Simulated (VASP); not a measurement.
# Nb (Fm-3m) in VASP: further runs

Nb is run at these levels: RPBE; tasks: single point, relaxation of cell and atoms.

Everything below comes from runs of VASP 6.6.1. Logs are shortened: lines on timing, memory, paths and dates and some standing lists are left out, and cuts for length are marked.

## 1. The cell of the first run

The structure is cubic, space group Fm-3m (No. 225). The conventional cell has a = 4.252 Å, b = 4.252 Å, c = 4.252 Å, α = 90.00°, β = 90.00°, γ = 90.00°. Within 4.0 Å of Nb (site symmetry m-3m) lie 12 Nb at 3.01 Å.

This isn't the form of Nb at room conditions, which is bcc.

## 2. Single point, RPBE

INCAR reads:

```
PREC     = Accurate       # precision mode
ENCUT    = 500            # plane-wave cutoff, eV
EDIFF    = 1E-6           # SCF threshold, eV
ISMEAR   = 0              # smearing method
SIGMA    = 0.1            # smearing width, eV
LREAL    = False          # projectors in reciprocal space
LASPH    = True           # aspherical terms in the spheres
NELM     = 120            # most SCF steps
ALGO     = Normal         # electronic algorithm
ISIF     = 2              # what is computed and relaxed
LWAVE    = False          # write WAVECAR
LCHARG   = True           # write CHGCAR
GGA      = RP             # functional
LELF     = True           # ELF
LVHAR    = True         
NBANDS   = 12             # bands
GGA_COMPAT= False
```

KPOINTS reads:

```
Automatic mesh
0
Gamma
  9 9 9
```

POSCAR reads:

```
Nb
1.0
    0.0000000000      2.1261041363      2.1261041363
    2.1261041363      0.0000000000      2.1261041363
    2.1261041363      2.1261041363      0.0000000000
Nb
1
Direct
    0.0000000000      0.0000000000      0.0000000000
```

Potentials or basis: VASP PAW PBE potentials, release 64 (Nb_sv).

The run is started by

```sh
cat potpaw_PBE.64/Nb_sv/POTCAR > POTCAR
mpirun -np 1 vasp_std > vasp.out
```

OUTCAR:

```text
PREC = Accurate
   ENCUT = 500
   EDIFF = 1E-6
   ISMEAR = 0
   LREAL = False
   LASPH = True
   NELM = 120
   ISIF = 2
   GGA = RP

 ion  position               nearest neighbor table
   1  0.000  0.000  0.000-

  LATTYP: Found a face centered cubic cell.
 ALAT       =     4.2522082726

  Lattice vectors:

 A1 = (   0.0000000000,   2.1261041363,   2.1261041363)
 A2 = (   2.1261041363,   0.0000000000,   2.1261041363)
 A3 = (   2.1261041363,   2.1261041363,   0.0000000000)

Analysis of symmetry for initial positions (statically):
=====================================================================
 Subroutine PRICEL returns:
 Original cell was already a primitive cell.

 Routine SETGRP: Setting up the symmetry group for a
 face centered cubic supercell.

 Subroutine GETGRP returns: Found 48 space group operations
 (whereof 48 operations were pure point group operations)
 out of a pool of 48 trial point group operations.

The static configuration has the point symmetry O_h .

Analysis of symmetry for dynamics (positions and initial velocities):
=====================================================================
 Subroutine PRICEL returns:
 Original cell was already a primitive cell.

 Routine SETGRP: Setting up the symmetry group for a
 face centered cubic supercell.

 Subroutine GETGRP returns: Found 48 space group operations
 (whereof 48 operations were pure point group operations)
 out of a pool of 48 trial point group operations.

The dynamic configuration has the point symmetry O_h .

 Subroutine INISYM returns: Found 48 space group operations
 (whereof 48 operations are pure point group operations),
 and found     1 'primitive' translations

----------------------------------------------------------------------------------------

                                     Primitive cell

  volume of cell :      19.2213

  direct lattice vectors                    reciprocal lattice vectors
     0.000000000  2.126104136  2.126104136    -0.235171924  0.235171924  0.235171924
     2.126104136  0.000000000  2.126104136     0.235171924 -0.235171924  0.235171924
     2.126104136  2.126104136  0.000000000     0.235171924  0.235171924 -0.235171924

  length of vectors
     3.006765305  3.006765305  3.006765305     0.407329721  0.407329721  0.407329721

  position of ions in fractional coordinates (direct lattice)
     0.000000000  0.000000000  0.000000000

  ion indices of the primitive-cell ions
[... 74 lines left out ...]
   EDIFF  = 0.1E-05   stopping-criterion for ELM
   LREAL  =      F    real-space projection
[... 7 lines left out ...]
   TEBEG  =    0.0;   TEEND  =   0.0 temperature during run
   PSTRESS=    0.0 pullay stress
   NELECT =      13.0000    total number of electrons
   NUPDOWN=      -1.0000    fix difference up-down
   EMIN   =  10.00;   EMAX   =-10.00  energy-range for DOS
   EFERMI =   0.00;   METHOD = LEGACY
   ISMEAR =     0;   SIGMA  =   0.10  broadening in eV -4-tet -1-fermi 0-gaus
   EFERMI_NEDOS =   21; number of points for ismear=-14 and -15
   IALGO  =     38    algorithm
   IMIX   =      4    mixing-type and parameters
     AMIX     =   0.40;   BMIX     =  1.00
     AMIX_MAG =   1.60;   BMIX_MAG =  1.00
  volume/ion in A,a.u.               =      19.22       129.71
  Fermi-wavevector in a.u.,A,eV,Ry     =   1.437015  2.715565 28.096210  2.065013
  Thomas-Fermi vector in A             =   2.556140
   LORBIT       =      0    0 simple, 1 ext, 2 COOP (PROOUT), +10 PAW based schemes
   GGA     = RP    functional components
   LHFCALC =     F    Hartree Fock is set to
   AEXX    =    0.0000 exact exchange contribution
   IVDW    =     0    specifies the selected vdW correction
   LEPSILON=     F    determine dielectric tensor
   LRPA    =     F    only Hartree local field effects (RPA)
 non-spin polarized calculation
 Gauss-broadening in eV      SIGMA  =   0.10
  energy-cutoff  :      500.00
  volume of cell :       19.22
 maximum number of plane-waves:       531
 NGX is ok and might be reduce to    24
   NGX = 11   NGY = 11   NGZ = 11

 number of electron      13.0000000 magnetization

 Free energy of the ion-electron system (eV)
  ---------------------------------------------------
  ext. energy  EPLUGINS =         0.00000000
  ---------------------------------------------------
  free energy    TOTEN  =        -9.38831724 eV

  energy without entropy =       -9.38092466  energy(sigma->0) =       -9.38462095

 E-fermi :  10.6894     XC(G=0): -12.1066

 val. band max:       10.6799408201   @ k =   0.4444   0.3333   0.1111
 cond. band min:      10.6926124335   @ k =   0.4444   0.0000   0.0000
 fundamental gap:      0.0126716134
 Fermi energy:        10.6894064765

 k-point     1 :       0.0000    0.0000    0.0000
  band No.  band energies     occupation
      1     -44.1627      2.00000
      2     -19.5913      2.00000
      3     -19.5913      2.00000
      4     -19.5913      2.00000
      5       4.5554      2.00000
      6      10.8220      0.06069
      7      10.8220      0.06069
      8      10.8220      0.06069
      9      13.3320      0.00000
     10      13.3320      0.00000
     11      22.4864      0.00000
     12      27.1817      0.00000
[... 331 lines left out ...]
 k-point    24 :       0.4444    0.4444    0.0000
  band No.  band energies     occupation
      1     -43.9388      2.00000
      2     -20.5842      2.00000
      3     -19.9689      2.00000
      4     -19.9689      2.00000
      5       6.8698      2.00000
      6       7.5797      2.00000
      7      13.7439      0.00000
      8      15.1282      0.00000
      9      15.4118      0.00000
     10      15.4118      0.00000
     11      22.2581      0.00000
     12      22.2581      0.00000

 [... further k-points ...]

------------------------ aborting loop because EDIFF is reached ----------------------------------------

  FORCE on cell =-STRESS in cart. coord.  units (eV):
  Direction    XX          YY          ZZ          XY          YZ          ZX
  --------------------------------------------------------------------------------------
  -------------------------------------------------------------------------------------
  Total       -0.0455506     -0.0455506     -0.0455506      0.0000000     -0.0000000      0.0000000
  in kB       -3.7968323     -3.7968323     -3.7968323      0.0000000     -0.0000000      0.0000000
  external PRESSURE =      -3.7968323 kB  Pullay stress =       0.0000000 kB

 VOLUME and BASIS-vectors are now :
 -----------------------------------------------------------------------------
  energy-cutoff  :      500.00
  volume of cell :       19.22
      direct lattice vectors                 reciprocal lattice vectors
     0.000000000  2.126104136  2.126104136    -0.235171924  0.235171924  0.235171924
     2.126104136  0.000000000  2.126104136     0.235171924 -0.235171924  0.235171924
     2.126104136  2.126104136  0.000000000     0.235171924  0.235171924 -0.235171924

 POSITION                                       TOTAL-FORCE (eV/Angst)
 -----------------------------------------------------------------------------------
      0.00000      0.00000      0.00000        -0.000000      0.000000      0.000000
 -----------------------------------------------------------------------------------
    total drift:                                0.000000      0.000000      0.000000

  FREE ENERGIE OF THE ION-ELECTRON SYSTEM (eV)
  ---------------------------------------------------
  free  energy   TOTEN  =        -9.3883172365 eV

  energy  without entropy=       -9.3809246570  energy(sigma->0) =       -9.38462095
```

It took 5.8 s on 1 thread of Intel Xeon Platinum 8488C (Sapphire Rapids), shared host; peak memory 0.13 GiB.

What came out:

* Free energy: -9.3883 eV
* Pressure: -0.4 GPa
* Band gap on the k mesh: zero (an odd number of electrons rules out a gap without spin polarisation)

Caveat: the PAW data sets were made with another functional, which shifts forces and pressure a little.

## 3. Relaxation of cell and atoms, RPBE

This run uses another cell than the first one, of 18.39 Å³/atom.

INCAR reads:

```
SYSTEM = Nb
  PREC = Accurate
  ENCUT = 500
  EDIFF = 1E-7
  ISMEAR = 0
  SIGMA = 0.1
  LREAL = .FALSE.
  LASPH = .TRUE.
  NELM = 120
  ALGO = Normal
  ISIF = 3
  LWAVE = .FALSE.
  LCHARG = .FALSE.
  GGA = RP
  IBRION = 2
  NSW = 80
  EDIFFG = -0.02
  GGA_COMPAT = .FALSE.
  NELMIN = 4
```

KPOINTS reads:

```
regular mesh
0
G
  9 9 9
  0 0 0
```

POSCAR reads:

```
Nb
1.0
    0.0000000000      2.0950000000      2.0950000000
    2.0950000000      0.0000000000      2.0950000000
    2.0950000000      2.0950000000      0.0000000000
Nb
1
Direct
    0.0000000000      0.0000000000      0.0000000000
```

Potentials or basis: VASP PAW PBE potentials, release 64 (Nb_sv).

The run is started by

```sh
cat potpaw_PBE.64/Nb_sv/POTCAR > POTCAR
mpirun -np 1 vasp_std > vasp.out
```

Run time: 16 s. Hardware: 1 thread of Intel Xeon Platinum 8488C (Sapphire Rapids), shared host; peak memory 0.14 GiB.

Results (log left out):

```yaml
Free_energy: -9.3875 eV
Relaxed_volume: 19.19 Å³/atom
Relaxed_cell: a = 3.005 Å, b = 3.005 Å, c = 3.005 Å, α = 60.00°, β = 60.00°, γ = 60.00°
Space_group_after_relaxing_to_0.1_Å: Fm-3m (No. 225)
Energy_gained_by_relaxing: 17.0 meV/atom
Ionic_steps: 3
Pressure_after_relaxing: -0.1 GPa
Band_gap_on_the_k_mesh: zero (an odd number of electrons rules out a gap without spin polarisation)
```

The path:
| step | energy change (eV) | largest force (eV/Å) | pressure (GPa) | volume (Å³) |
| --- | --- | --- | --- | --- |
| 1 | 0.0000 | 0.0000 | 7.21 | 18.39 |
| 2 | 0.0364 | 0.0000 | -10.67 | 20.68 |
| 3 | -0.0170 | 0.0000 | -0.14 | 19.19 |

Final structure:
```yaml
crystal:
  lattice:
    - [0.00000, 2.12484, 2.12484]
    - [2.12484, 0.00000, 2.12484]
    - [2.12484, 2.12484, 0.00000]
  atoms:
    - { symbol: Nb, position: [0.00000, 0.00000, 0.00000] }
```

Levels at points of the mesh, in eV from the Fermi level:
```csv
k point,band 4,band 5,band 6,band 7,band 8,band 9
"(0.00, 0.00, 0.00)",-30.28,-6.14,0.13,0.13,0.13,2.65
```

Caveat: the PAW data sets were made with another functional, which shifts forces and pressure a little.

## 4. Relaxation of cell and atoms, RPBE, target pressure 5 GPa, at which the enthalpy is minimised

This run uses another cell than the first one, of 18.39 Å³/atom.

INCAR reads:

```
SYSTEM = Nb
  ALGO = Normal
  EDIFF = 1E-7
  EDIFFG = -0.02
  ENCUT = 500
  GGA = RP
  GGA_COMPAT = .FALSE.
  IBRION = 2
  ISIF = 3
  ISMEAR = 0
  LASPH = .TRUE.
  LCHARG = .FALSE.
  LREAL = .FALSE.
  LWAVE = .FALSE.
  NELM = 120
  NELMIN = 4
  NSW = 80
  PREC = Accurate
  PSTRESS = 50.0
  SIGMA = 0.1
```

KPOINTS reads:

```
k-points
0
G
  9 9 9
  0 0 0
```

POSCAR is that of step 3.

Potentials or basis: VASP PAW PBE potentials, release 64 (Nb_sv).

The run is started by

```sh
cat potpaw_PBE.64/Nb_sv/POTCAR > POTCAR
mpirun -np 1 vasp_std > vasp.out
```

OUTCAR:

```text
SYSTEM = Nb
   EDIFF = 1E-7
   EDIFFG = -0.02
   ENCUT = 500
   GGA = RP
   IBRION = 2
   ISIF = 3
   ISMEAR = 0
   LASPH = .TRUE.
   LREAL = .FALSE.
   NELM = 120
   NELMIN = 4
   NSW = 80
   PREC = Accurate
   PSTRESS = 50.0

 ion  position               nearest neighbor table
   1  0.000  0.000  0.000-

  LATTYP: Found a face centered cubic cell.
 ALAT       =     4.1900000000

  Lattice vectors:

 A1 = (   0.0000000000,   2.0950000000,   2.0950000000)
 A2 = (   2.0950000000,   0.0000000000,   2.0950000000)
 A3 = (   2.0950000000,   2.0950000000,   0.0000000000)

Analysis of symmetry for initial positions (statically):
=====================================================================
 Subroutine PRICEL returns:
 Original cell was already a primitive cell.

 Routine SETGRP: Setting up the symmetry group for a
 face centered cubic supercell.

 Subroutine GETGRP returns: Found 48 space group operations
 (whereof 48 operations were pure point group operations)
 out of a pool of 48 trial point group operations.

The static configuration has the point symmetry O_h .

Analysis of symmetry for dynamics (positions and initial velocities):
[... 168 lines left out ...]
  in kB       72.0550907     72.0550907     72.0550907      0.0000000     -0.0000000      0.0000000
  external PRESSURE =      22.0550907 kB  Pullay stress =      50.0000000 kB
[... 61 lines left out ...]
--------------------------------------- Ionic step        3  -------------------------------------------

 number of electron      13.0000001 magnetization

 Free energy of the ion-electron system (eV)
  ---------------------------------------------------
  ext. energy  EPLUGINS =         0.00000000
  ---------------------------------------------------
  free energy    TOTEN  =        -9.37907264 eV

  energy without entropy =       -9.37045138  energy(sigma->0) =       -9.37476201

 E-fermi :  11.1320     XC(G=0): -12.2702

 val. band max:       11.1278936840   @ k =  -0.4444   0.2222   0.0000
 cond. band min:      11.1362014877   @ k =   0.4444   0.3333   0.1111
 fundamental gap:      0.0083078038
 Fermi energy:        11.1319811263

 k-point     1 :       0.0000    0.0000    0.0000
  band No.  band energies     occupation
      1     -43.6794      2.00000
      2     -19.0512      2.00000
      3     -19.0512      2.00000
      4     -19.0512      2.00000
      5       4.9174      2.00000
      6      11.2454      0.10876
      7      11.2454      0.10876
      8      11.2454      0.10876
      9      13.8702      0.00000
     10      13.8702      0.00000
[... 287 lines left out ...]
 k-point    24 :       0.4444    0.4444    0.0000
  band No.  band energies     occupation
      1     -43.4237      2.00000
      2     -20.1516      2.00000
      3     -19.4689      2.00000
      4     -19.4688      2.00000
      5       7.1448      2.00000
      6       7.8684      2.00000
      7      14.3610      0.00000
      8      15.7541      0.00000
      9      16.0503      0.00000
     10      16.0503      0.00000

 [... further k-points ...]

------------------------ aborting loop because EDIFF is reached ----------------------------------------

  FORCE on cell =-STRESS in cart. coord.  units (eV):
  Direction    XX          YY          ZZ          XY          YZ          ZX
  --------------------------------------------------------------------------------------
  -------------------------------------------------------------------------------------
  Total        0.5796668      0.5796668      0.5796668      0.0000000      0.0000000      0.0000000
  in kB       49.8893383     49.8893383     49.8893383      0.0000000      0.0000000      0.0000000
  external PRESSURE =      -0.1106617 kB  Pullay stress =      50.0000000 kB
[... 20 lines left out ...]
  energy  without entropy=       -9.3704513778  energy(sigma->0) =       -9.37476201

  enthalpy is  TOTEN    =        -8.7981200229 eV   P V=        0.5809526175

 reached required accuracy - stopping structural energy minimisation
```

CONTCAR:

```text
Nb
   1.00000000000000
     0.0000000000000000    2.1035383383213815    2.1035383383213815
     2.1035383383213815   -0.0000000000000000    2.1035383383213815
     2.1035383383213815    2.1035383383213815    0.0000000000000000
  Nb
     1
Direct
     0.0000000000000000    0.0000000000000000    0.0000000000000000

  0.00000000E+00  0.00000000E+00  0.00000000E+00
```

Wall time 13 s (1 thread of Intel Xeon Platinum 8488C (Sapphire Rapids), shared host); peak memory 0.14 GiB.

Results:

```
Free energy                                                : -9.3791 eV
Relaxed volume                                             : 18.62 Å³/atom
Relaxed cell                                               : a = 2.975 Å, b = 2.975 Å, c = 2.975 Å, α = 60.00°, β = 60.00°, γ = 60.00°
Space group after relaxing (to 0.1 Å)                      : Fm-3m (No. 225)
Energy change on relaxing (the run minimises the enthalpy) : -8.6 meV/atom
Ionic steps                                                : 3
Pressure after relaxing                                    : 5.0 GPa
Band gap on the k mesh                                     : zero (an odd number of electrons rules out a gap without spin polarisation)
```

Step by step:
```csv
step,energy change (eV),largest force (eV/Å),pressure (GPa),volume (Å³)
1,0.0000,0.0000,7.21,18.39
2,-0.0168,0.0000,0.84,19.07
3,-0.0086,0.0000,4.99,18.62
```

Final structure:
```xyz
1
Lattice="0.0000 2.1035 2.1035 2.1035 0.0000 2.1035 2.1035 2.1035 0.0000" Properties=species:S:1:pos:R:3 pbc="T T T"
Nb    0.0000    0.0000    0.0000
```

Caveat: the cell is relaxed towards a set pressure, so the run minimises the enthalpy, not the energy; the PAW data sets were made with another functional, which shifts forces and pressure a little.

(Part 1 of 2 ends here.)
